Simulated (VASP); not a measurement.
# Sc (P6_3/mmc) in VASP: vibrations by perturbation theory with PBE

Aim: the vibrations by perturbation theory of Sc with PBE.

Everything below comes from runs of VASP 6.6.1. Logs are shortened: lines on timing, memory, paths and dates and some standing lists are left out, and cuts for length are marked.

## Step 1: The cell of the first run

Symmetry: P6_3/mmc, No. 194, hexagonal system. Conventional cell: a = 3.318 Å, b = 3.318 Å, c = 5.165 Å, α = 90.00°, β = 90.00°, γ = 120.00°. Within 4.2 Å of Sc (site symmetry -6m2) lie 12 Sc at 3.22 to 3.32 Å.

## Step 2: Vibrations by perturbation theory, PBE

Input file INCAR:

```
PREC = Accurate ; ENCUT = 520
EDIFF = 1E-8 ; ISMEAR = 1
SIGMA = 0.2 ; LREAL = False
LASPH = True ; NELM = 100
ALGO = Normal ; ISIF = 2
LWAVE = False ; LCHARG = False
GGA = PE ; IBRION = 8
NSW = 1
```

Input file KPOINTS:

```
regular mesh
0
Gamma
  12 12 8
```

Input file POSCAR:

```
Sc
1.0
    3.3176022551      0.0000000000      0.0000000000
   -1.6588011275      2.8731278326      0.0000000000
    0.0000000000      0.0000000000      5.1647115887
Sc
2
Direct
    0.3333333333      0.6666666667      0.7500000000
    0.6666666667      0.3333333333      0.2500000000
```

Potentials or basis: VASP PAW PBE potentials, release 64 (Sc_sv).

Started as:

```
> cat potpaw_PBE.64/Sc_sv/POTCAR > POTCAR
> mpirun -np 1 vasp_std > vasp.out
```

OUTCAR:

```text
PREC = Accurate
   ENCUT = 520
   EDIFF = 1E-8
   ISMEAR = 1
   LREAL = False
   LASPH = True
   NELM = 100
   ISIF = 2
   GGA = PE
   IBRION = 8
   NSW = 1

 ion  position               nearest neighbor table
   1  0.333  0.667  0.750-   2 3.22   2 3.22   2 3.22   2 3.22   2 3.22   2 3.22
   2  0.667  0.333  0.250-   1 3.22   1 3.22   1 3.22   1 3.22   1 3.22   1 3.22

  LATTYP: Found a hexagonal cell.
 ALAT       =     3.3176022551
 C/A-ratio  =     1.5567603322

  Lattice vectors:

 A1 = (   3.3176022551,   0.0000000000,   0.0000000000)
 A2 = (  -1.6588011275,   2.8731278326,   0.0000000000)
 A3 = (   0.0000000000,   0.0000000000,   5.1647115887)

Analysis of symmetry for initial positions (statically):
=====================================================================
 Subroutine PRICEL returns:
 Original cell was already a primitive cell.

 Routine SETGRP: Setting up the symmetry group for a
 hexagonal supercell.

 Subroutine GETGRP returns: Found 24 space group operations
 (whereof 12 operations were pure point group operations)
 out of a pool of 24 trial point group operations.

The static configuration has the point symmetry D_3d.
 The point group associated with its full space group is D_6h.

Analysis of symmetry for dynamics (positions and initial velocities):
=====================================================================
 Subroutine PRICEL returns:
 Original cell was already a primitive cell.

 Routine SETGRP: Setting up the symmetry group for a
 hexagonal supercell.

 Subroutine GETGRP returns: Found 24 space group operations
 (whereof 12 operations were pure point group operations)
 out of a pool of 24 trial point group operations.

The dynamic configuration has the point symmetry D_3d.
 The point group associated with its full space group is D_6h.

 Subroutine INISYM returns: Found 24 space group operations
 (whereof 12 operations are pure point group operations),
 and found     1 'primitive' translations

----------------------------------------------------------------------------------------

                                     Primitive cell

  volume of cell :      49.2295

  direct lattice vectors                    reciprocal lattice vectors
     3.317602255  0.000000000  0.000000000     0.301422510  0.174026367  0.000000000
    -1.658801128  2.873127833  0.000000000     0.000000000  0.348052735  0.000000000
     0.000000000  0.000000000  5.164711589     0.000000000  0.000000000  0.193621654

  length of vectors
     3.317602255  3.317602255  5.164711589     0.348052735  0.348052735  0.193621654

  position of ions in fractional coordinates (direct lattice)
     0.333333333  0.666666667  0.750000000
     0.666666667  0.333333333  0.250000000

  ion indices of the primitive-cell ions
   primitive index   ion index
                 1           1
                 2           2

----------------------------------------------------------------------------------------

 KPOINTS: regular mesh

Automatic generation of k-mesh.
 Grid dimensions read from file:
 generate k-points for:   12   12    8

 Generating k-lattice:

  Cartesian coordinates                     Fractional coordinates (reciprocal lattice)
     0.025118543  0.014502197  0.000000000     0.083333333  0.000000000  0.000000000
     0.000000000  0.029004395  0.000000000     0.000000000  0.083333333  0.000000000
     0.000000000  0.000000000  0.024202707     0.000000000  0.000000000  0.125000000

  Length of vectors
     0.029004395  0.029004395  0.024202707

  Shift w.r.t. Gamma in fractional coordinates (k-lattice)
     0.000000000  0.000000000  0.000000000
[... 98 lines left out ...]
  free energy    TOTEN  =       -12.49929288 eV

  energy without entropy =      -12.49491566  energy(sigma->0) =      -12.49783381

 E-fermi :   3.6844     XC(G=0):  -9.8825

 val. band max:        3.6786683963   @ k =   0.4167   0.1667   0.3750
 cond. band min:       3.6911783677   @ k =   0.1667   0.0833   0.2500
 fundamental gap:      0.0125099714
 Fermi energy:         3.6844152787

 k-point     1 :       0.0000    0.0000    0.0000
  band No.  band energies     occupation
      1     -45.7288      2.00000
      2     -45.6572      2.00000
      3     -24.5581      2.00000
      4     -24.2173      2.00000
      5     -24.2173      2.00000
      6     -24.1504      2.00000
      7     -24.1504      2.00000
      8     -24.1206      2.00000
      9      -1.4437      2.00000
     10       2.0529      2.00000
     11       4.3056     -0.00010
     12       5.2781     -0.00000
     13       5.2781     -0.00000
     14       5.5415     -0.00000
[... 401 lines left out ...]
      2     -45.6499      2.00000
      3     -24.4611      2.00000
      4     -24.3833      2.00000
      5     -24.3509      2.00000
      6     -24.2764      2.00000
      7     -24.1859      2.00000
      8     -24.1824      2.00000
      9       0.7401      2.00000
     10       2.9406      2.00000
     11       3.2882      2.01699
     12       3.7901      0.22947
     13       5.0505     -0.00000
     14       5.2697     -0.00000
     15       5.3019     -0.00000

 [... further k-points ...]

------------------------ aborting loop because EDIFF is reached ----------------------------------------

  FORCE on cell =-STRESS in cart. coord.  units (eV):
  Direction    XX          YY          ZZ          XY          YZ          ZX
  --------------------------------------------------------------------------------------
  -------------------------------------------------------------------------------------
  Total        0.0294549      0.0294549     -0.0006260      0.0000000      0.0000000     -0.0000000
  in kB        0.9586131      0.9586131     -0.0203721      0.0000000      0.0000000     -0.0000000
  external PRESSURE =       0.6322847 kB  Pullay stress =       0.0000000 kB

 VOLUME and BASIS-vectors are now :
 -----------------------------------------------------------------------------
  energy-cutoff  :      520.00
  volume of cell :       49.23
      direct lattice vectors                 reciprocal lattice vectors
     3.317602255  0.000000000  0.000000000     0.301422510  0.174026367  0.000000000
    -1.658801128  2.873127833  0.000000000     0.000000000  0.348052735  0.000000000
     0.000000000  0.000000000  5.164711589     0.000000000  0.000000000  0.193621654

 POSITION                                       TOTAL-FORCE (eV/Angst)
 -----------------------------------------------------------------------------------
     -0.00000      1.91542      3.87353         0.000000     -0.000000      0.000000
      1.65880      0.95771      1.29118        -0.000000      0.000000      0.000000
 -----------------------------------------------------------------------------------
    total drift:                               -0.000000      0.000000     -0.000000

  FREE ENERGIE OF THE ION-ELECTRON SYSTEM (eV)
  ---------------------------------------------------
  free  energy   TOTEN  =       -12.4992928817 eV

  energy  without entropy=      -12.4949156638  energy(sigma->0) =      -12.49783381

[... ionic steps 2 to 3 ...]

--------------------------------------- Ionic step        4  -------------------------------------------

------------------------ aborting loop because EDIFF is reached ----------------------------------------

[... ionic steps 5 to 5 ...]

--------------------------------------- Ionic step        6  -------------------------------------------

 Free energy of the ion-electron system (eV)
  ---------------------------------------------------
  ---------------------------------------------------
  free energy    TOTEN  =        -0.80824421 eV

  energy without entropy =       -0.80824421

------------------------ aborting loop because EDIFF is reached ----------------------------------------

 INTERNAL STRAIN TENSOR  FOR ION    1  DIRECTION 3   (eV/Angst):
 -----------------------------------------------------------------------------
     0.00393  0.00000 -0.00000
     0.00000  0.00393 -0.00000
     0.00000  0.00000 -0.01447

 INTERNAL STRAIN TENSOR FOR ION    2 for displacements in x,y,z  (eV/Angst):
          X           Y           Z          XY          YZ          ZX
  --------------------------------------------------------------------------------
  x     0.00000    -0.00000     0.00000     1.74872     0.00000     0.00000
  y     1.74872    -1.74872    -0.00000    -0.00000     0.00000     0.00000
  z    -0.00000     0.00000     0.00000    -0.00000     0.00000    -0.00000

 SECOND DERIVATIVES (NOT SYMMETRIZED)
 ------------------------------------
               1X          1Y          1Z          2X          2Y          2Z
  1X    -1.457672   -0.000000    0.000000    1.457672    0.000000    0.000000
  1Y    -0.000000   -1.457672    0.000000    0.000000    1.457672    0.000000
  1Z     0.000000    0.000000   -4.302389    0.000000   -0.000000    4.302389
  2X     1.457672    0.000000    0.000000   -1.457672   -0.000000    0.000000
  2Y     0.000000    1.457672    0.000000   -0.000000   -1.457672    0.000000
  2Z     0.000000   -0.000000    4.302389    0.000000    0.000000   -4.302389

 Eigenvectors and eigenvalues of the dynamical matrix
 ----------------------------------------------------

   1 f  =    6.839538 THz    42.974083 2PiTHz  228.142421 cm-1    28.286042 meV
             X         Y         Z           dx          dy          dz
     -0.000000  1.915419  3.873534     0.000000   -0.000000    0.707107
      1.658801  0.957709  1.291178     0.000000   -0.000000   -0.707107
[... 11 lines left out ...]
   4 f  =    0.000000 THz     0.000000 2PiTHz    0.000001 cm-1     0.000000 meV
             X         Y         Z           dx          dy          dz
     -0.000000  1.915419  3.873534     0.630858   -0.317834   -0.031624
      1.658801  0.957709  1.291178     0.630858   -0.317834   -0.031624

   5 f/i=    0.000000 THz     0.000000 2PiTHz    0.000001 cm-1     0.000000 meV
             X         Y         Z           dx          dy          dz
     -0.000000  1.915419  3.873534    -0.289862   -0.540290   -0.352231
      1.658801  0.957709  1.291178    -0.289862   -0.540290   -0.352231

   6 f/i=    0.000000 THz     0.000000 2PiTHz    0.000001 cm-1     0.000000 meV
             X         Y         Z           dx          dy          dz
     -0.000000  1.915419  3.873534     0.134159    0.327213   -0.612318
      1.658801  0.957709  1.291178     0.134159    0.327213   -0.612318

--------------------------------------------------------------------------------------------------------

 ELASTIC MODULI CONTR FROM IONIC RELAXATION (kBar)
 Direction    XX          YY          ZZ          XY          YZ          ZX
 --------------------------------------------------------------------------------
 XX         -68.2753     68.2753      0.0000     -0.0000      0.0000     -0.0000
 YY          68.2753    -68.2753     -0.0000     -0.0000     -0.0000      0.0000
 ZZ           0.0000     -0.0000     -0.0000     -0.0000     -0.0000      0.0000
 XY          -0.0000     -0.0000     -0.0000    -68.2753      0.0000     -0.0000
 YZ           0.0000     -0.0000     -0.0000      0.0000     -0.0000      0.0000
 ZX          -0.0000      0.0000      0.0000     -0.0000      0.0000     -0.0000
 --------------------------------------------------------------------------------
```

Run time: 6.9 min. Hardware: 1 thread of Intel Xeon 6975P-C (Granite Rapids), shared host; peak memory 0.62 GiB.

Results:

```
Highest phonon frequency at Γ : 228 cm⁻¹
```

Phonon frequencies in cm⁻¹ (negative: imaginary):
| q point | frequencies |
| --- | --- |
| (0.000, 0.000, 0.000) | 0 0 0 133 133 228 |
